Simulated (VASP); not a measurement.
# BAs in VASP: single point with PBE+D3(BJ)

Aim: the single point of BAs with PBE+D3(BJ).

Program: VASP 6.6.1. These are calculated values, not measurements. Logs are shortened: lines on timing, memory, paths and dates and some standing lists are left out, and cuts for length are marked.

## 1. The cell of the first run

The cell holds a sheet with vacuum, 2 atoms: a = 3.375 Å, b = 3.375 Å, c = 23.800 Å, α = 90.00°, β = 90.00°, γ = 120.00°.

## 2. Single point, PBE+D3(BJ)

The input, INCAR:

```
PREC = Accurate
ENCUT = 420
EDIFF = 1E-6
ISMEAR = 0
SIGMA = 0.03
LREAL = F
LASPH = T
NELM = 120
ALGO = Normal
ISIF = 2
LWAVE = F
LCHARG = T
LDIPOL = T
IDIPOL = 3
DIPOL = 0.5 0.5 0.294
GGA = PE
IVDW = 12
LELF = T
LVHAR = T
LVACPOTAV = T
NBANDS = 11
GGA_COMPAT = F
NELMDL = -8
```

The input, KPOINTS:

```
Automatic mesh
0
Gamma
  12 12 1
```

The input, POSCAR:

```
BAs
1.0
    3.3751403465      0.0000000000      0.0000000000
   -1.6875701732      2.9229572814      0.0000000000
    0.0000000000      0.0000000000     23.8000000000
B As
1 1
Direct
    0.3333333333      0.6666666667      0.2941176471
    0.6666666667      0.3333333333      0.2941176471
```

Potentials or basis: VASP PAW PBE potentials, release 64 (B, As).

The run is started by

```sh
> cat potpaw_PBE.64/B/POTCAR potpaw_PBE.64/As/POTCAR > POTCAR
> mpirun -np 1 vasp_std > vasp.out
```

OUTCAR:

```text
PREC = Accurate
   ENCUT = 420
   EDIFF = 1E-6
   ISMEAR = 0
   LREAL = F
   LASPH = T
   NELM = 120
   ISIF = 2
   GGA = PE
   IVDW = 12
   NELMDL = -8
 IVDW          = 12

 ion  position               nearest neighbor table
   1  0.333  0.667  0.294-   2 1.95   2 1.95   2 1.95
   2  0.667  0.333  0.294-   1 1.95   1 1.95   1 1.95

  LATTYP: Found a hexagonal cell.
 ALAT       =     3.3751403465
 C/A-ratio  =     7.0515586188

  Lattice vectors:

 A1 = (   3.3751403465,   0.0000000000,   0.0000000000)
 A2 = (  -1.6875701732,   2.9229572814,   0.0000000000)
 A3 = (   0.0000000000,   0.0000000000,  23.8000000000)

Analysis of symmetry for initial positions (statically):
=====================================================================
 Subroutine PRICEL returns:
 Original cell was already a primitive cell.

 Routine SETGRP: Setting up the symmetry group for a
 hexagonal supercell.

 Subroutine GETGRP returns: Found 12 space group operations
 (whereof  6 operations were pure point group operations)
 out of a pool of 24 trial point group operations.

The static configuration has the point symmetry C_3v.
 The point group associated with its full space group is D_3h.

Analysis of symmetry for dynamics (positions and initial velocities):
=====================================================================
 Subroutine PRICEL returns:
 Original cell was already a primitive cell.

 Routine SETGRP: Setting up the symmetry group for a
 hexagonal supercell.

 Subroutine GETGRP returns: Found 12 space group operations
 (whereof  6 operations were pure point group operations)
 out of a pool of 24 trial point group operations.

The dynamic configuration has the point symmetry C_3v.
 The point group associated with its full space group is D_3h.

 Subroutine INISYM returns: Found 12 space group operations
 (whereof  6 operations are pure point group operations),
 and found     1 'primitive' translations

----------------------------------------------------------------------------------------

                                     Primitive cell

  volume of cell :     234.7963

  direct lattice vectors                    reciprocal lattice vectors
     3.375140346  0.000000000  0.000000000     0.296283976  0.171059633  0.000000000
    -1.687570173  2.922957281  0.000000000     0.000000000  0.342119266  0.000000000
     0.000000000  0.000000000 23.800000000     0.000000000  0.000000000  0.042016807

  length of vectors
     3.375140346  3.375140346 23.800000000     0.342119266  0.342119266  0.042016807

  position of ions in fractional coordinates (direct lattice)
     0.333333333  0.666666667  0.294117647
     0.666666667  0.333333333  0.294117647

  ion indices of the primitive-cell ions
   primitive index   ion index
                 1           1
                 2           2

----------------------------------------------------------------------------------------

 KPOINTS: Automatic mesh

Automatic generation of k-mesh.
 Grid dimensions read from file:
 generate k-points for:   12   12    1

 Generating k-lattice:

  Cartesian coordinates                     Fractional coordinates (reciprocal lattice)
     0.024690331  0.014254969  0.000000000     0.083333333  0.000000000  0.000000000
     0.000000000  0.028509939  0.000000000     0.000000000  0.083333333  0.000000000
     0.000000000  0.000000000  0.042016807     0.000000000  0.000000000  1.000000000

  Length of vectors
     0.028509939  0.028509939  0.042016807

  Shift w.r.t. Gamma in fractional coordinates (k-lattice)
     0.000000000  0.000000000  0.000000000

 Subroutine IBZKPT returns following result:
 ===========================================

 Found     19 irreducible k-points:

 Following reciprocal coordinates:
            Coordinates               Weight
  0.000000  0.000000  0.000000      1.000000
  0.083333  0.000000  0.000000      6.000000
  0.166667  0.000000  0.000000      6.000000
  0.250000  0.000000  0.000000      6.000000
  0.333333 -0.000000  0.000000      6.000000
  0.416667  0.000000  0.000000      6.000000
[... 11 lines left out ...]
  0.333333  0.250000  0.000000     12.000000
  0.333333  0.333333  0.000000      2.000000
   k-points           NKPTS =     19   k-points in BZ     NKDIM =     19   number of bands    NBANDS=     11
   number of dos      NEDOS =    301   number of ions     NIONS =      2
   total plane-waves  NPLWV =  92160
   dimension x,y,z NGX =    24 NGY =   24 NGZ =  160
   dimension x,y,z NGXF=    48 NGYF=   48 NGZF=  320
   ions per type =               1   1
   NGX,Y,Z   is equivalent  to a cutoff of  11.82, 11.82, 11.18 a.u.
   NGXF,Y,Z  is equivalent  to a cutoff of  23.64, 23.64, 22.35 a.u.
 SYSTEM =  unknown system
   PREC   = accura    normal or accurate (medium, high low for compatibility)
   ISTART =      0    job   : 0-new  1-cont  2-samecut
   ICHARG =      2    charge: 1-file 2-atom 10-const
   ISPIN  =      1    spin polarized calculation?
   LNONCOLLINEAR =      F non collinear calculations
   LSORBIT =      F    spin-orbit coupling
   LASPH  =      T    aspherical Exc in radial PAW
   ENCUT  =  420.0 eV  30.87 Ry    5.56 a.u.   5.64  5.64 39.77*2*pi/ulx,y,z
   NELM   =    120;   NELMIN=  2; NELMDL= -8     # of ELM steps
   EDIFF  = 0.1E-05   stopping-criterion for ELM
   LREAL  =      F    real-space projection
   EDIFFG = 0.1E-04   stopping-criterion for IOM
   NSW    =      0    number of steps for IOM
   IBRION =     -1    ionic relax: 0-MD 1-quasi-New 2-CG
   NFREE  =      0    steps in history (QN), initial steepest desc. (CG)
   ISIF   =      2    stress and relaxation
   ISYM   =      2    0-nonsym 1-usesym 2-fastsym
   POTIM  = 0.5000    time-step for ionic-motion
   TEBEG  =    0.0;   TEEND  =   0.0 temperature during run
   PSTRESS=    0.0 pullay stress
   NELECT =       8.0000    total number of electrons
   NUPDOWN=      -1.0000    fix difference up-down
   EMIN   =  10.00;   EMAX   =-10.00  energy-range for DOS
   EFERMI =   0.00;   METHOD = LEGACY
   ISMEAR =     0;   SIGMA  =   0.03  broadening in eV -4-tet -1-fermi 0-gaus
   EFERMI_NEDOS =   21; number of points for ismear=-14 and -15
   IALGO  =     38    algorithm
   IMIX   =      4    mixing-type and parameters
     AMIX     =   0.40;   BMIX     =  1.00
     AMIX_MAG =   1.60;   BMIX_MAG =  1.00
  volume/ion in A,a.u.               =     117.40       792.24
  Fermi-wavevector in a.u.,A,eV,Ry     =   0.530731  1.002936  3.832426  0.281675
  Thomas-Fermi vector in A             =   1.553428
   LORBIT       =      0    0 simple, 1 ext, 2 COOP (PROOUT), +10 PAW based schemes
   GGA     = PE    functional components
   LHFCALC =     F    Hartree Fock is set to
   AEXX    =    0.0000 exact exchange contribution
   IVDW    =    12    specifies the selected vdW correction
   LEPSILON=     F    determine dielectric tensor
   LRPA    =     F    only Hartree local field effects (RPA)
 non-spin polarized calculation
 Gauss-broadening in eV      SIGMA  =   0.03
  energy-cutoff  :      420.00
  volume of cell :      234.80
 maximum number of plane-waves:      4621
 NGX is ok and might be reduce to    24
   NGX = 11   NGY = 11   NGZ = 79

 dipolmoment           0.000000      0.000000     -0.000000 electrons x Angstroem

 number of electron       7.9999999 magnetization

 dipolmoment           0.000000      0.000000      0.000000 electrons x Angstroem

 Free energy of the ion-electron system (eV)
  ---------------------------------------------------
  ext. energy  EPLUGINS =         0.00000000
  ---------------------------------------------------
  free energy    TOTEN  =       -10.64100024 eV

  energy without entropy =      -10.64100024  energy(sigma->0) =      -10.64100024

 E-fermi :  -3.4952     XC(G=0):  -1.8193

 val. band max:       -3.6500197518   @ k =   0.3333   0.3333   0.0000
 cond. band min:      -2.9067714059   @ k =   0.3333   0.3333   0.0000
 fundamental gap:      0.7432483460
 Fermi energy:        -3.4952220005

 k-point     1 :       0.0000    0.0000    0.0000
  band No.  band energies     occupation
      1     -17.5083      2.00000
      2      -7.6077      2.00000
      3      -5.1733      2.00000
      4      -5.1733      2.00000
      5      -0.0470      0.00000
      6       0.2369      0.00000
      7       0.9794      0.00000
      8       1.1892      0.00000
      9       1.1892      0.00000
     10       1.3194      0.00000
     11       1.9360      0.00000

 k-point     2 :       0.0833    0.0000    0.0000
  band No.  band energies     occupation
      1     -17.4115      2.00000
      2      -7.4982      2.00000
      3      -5.8079      2.00000
      4      -5.3855      2.00000
      5       0.0764      0.00000
      6       0.3646      0.00000
      7       1.0975      0.00000
      8       1.4309      0.00000
      9       1.4888      0.00000
     10       1.6124      0.00000
     11       2.0539      0.00000

 k-point     3 :       0.1667    0.0000    0.0000
  band No.  band energies     occupation
      1     -17.1244      2.00000
      2      -7.1902      2.00000
      3      -7.1728      2.00000
      4      -5.8767      2.00000
      5       0.0380      0.00000
      6       0.4618      0.00000
      7       1.4426      0.00000
      8       1.8051      0.00000
      9       2.3249      0.00000
     10       2.5802      0.00000
     11       2.5820      0.00000
[... 197 lines left out ...]
 k-point    18 :       0.3333    0.2500    0.0000
  band No.  band energies     occupation
      1     -14.7662      2.00000
      2     -11.5082      2.00000
      3      -9.2984      2.00000
      4      -4.1460      2.00000
      5      -2.4326      0.00000
      6       2.3187      0.00000
      7       3.0398      0.00000
      8       4.1100      0.00000
      9       4.9174      0.00000
     10       5.5942      0.00000
     11       5.8312      0.00000

 k-point    19 :       0.3333    0.3333    0.0000
  band No.  band energies     occupation
      1     -14.5825      2.00000
      2     -11.5666      2.00000
      3      -9.6704      2.00000
      4      -3.6500      2.00000
      5      -2.9068      0.00000
      6       2.7460      0.00000
      7       2.9867      0.00000
      8       4.8251      0.00000
      9       5.5143      0.00000
     10       5.8745      0.00000
     11       6.3049      0.00000

------------------------ aborting loop because EDIFF is reached ----------------------------------------

 Edisp (eV)   -0.26239

 E8    (eV) :    -0.1114

  FORCE on cell =-STRESS in cart. coord.  units (eV):
  Direction    XX          YY          ZZ          XY          YZ          ZX
  --------------------------------------------------------------------------------------
  -------------------------------------------------------------------------------------
  Total       0.19609     0.19609    -0.00641     0.00000    -0.00000    -0.00000
  in kB       1.33804     1.33804    -0.04371     0.00000    -0.00000    -0.00000
  external pressure =        0.88 kB  Pullay stress =        0.00 kB

 VOLUME and BASIS-vectors are now :
 -----------------------------------------------------------------------------
  energy-cutoff  :      420.00
  volume of cell :      234.80
      direct lattice vectors                 reciprocal lattice vectors
     3.375140346  0.000000000  0.000000000     0.296283976  0.171059633  0.000000000
    -1.687570173  2.922957281  0.000000000     0.000000000  0.342119266  0.000000000
     0.000000000  0.000000000 23.800000000     0.000000000  0.000000000  0.042016807

 POSITION                                       TOTAL-FORCE (eV/Angst)
 -----------------------------------------------------------------------------------
     -0.00000      1.94864      7.00000        -0.000000      0.000000      0.000000
      1.68757      0.97432      7.00000         0.000000     -0.000000     -0.000000
 -----------------------------------------------------------------------------------
    total drift:                                0.000001     -0.000000      0.000004

  FREE ENERGIE OF THE ION-ELECTRON SYSTEM (eV)
  ---------------------------------------------------
  free  energy   TOTEN  =       -10.9033921341 eV

  energy  without entropy=      -10.9033921341  energy(sigma->0) =      -10.90339213

 vacuum level on the upper side and lower side of the slab         1.238         1.238
```

Wall time 52 s (1 thread of Intel Xeon Platinum 8259CL at 2.50GHz (Skylake/Cascade Lake), shared host); peak memory 0.3 GiB.

What came out:

```yaml
Free_energy: -10.9034 eV
Band_gap_on_the_k_mesh: 0.74 eV
Dispersion_energy_per_atom: -0.131 eV
```

Levels at points of the mesh, in eV from the valence-band top:
```tsv
k point	band 1	band 2	band 3	band 4	band 5	band 6	band 7	band 8	band 9
(0.00, 0.00, 0.00)	-13.86	-3.96	-1.52	-1.52	3.60	3.89	4.63	4.84	4.84
(0.50, 0.00, 0.00)	-11.44	-8.24	-3.60	-1.05	1.44	2.52	7.48	8.09	8.53
```
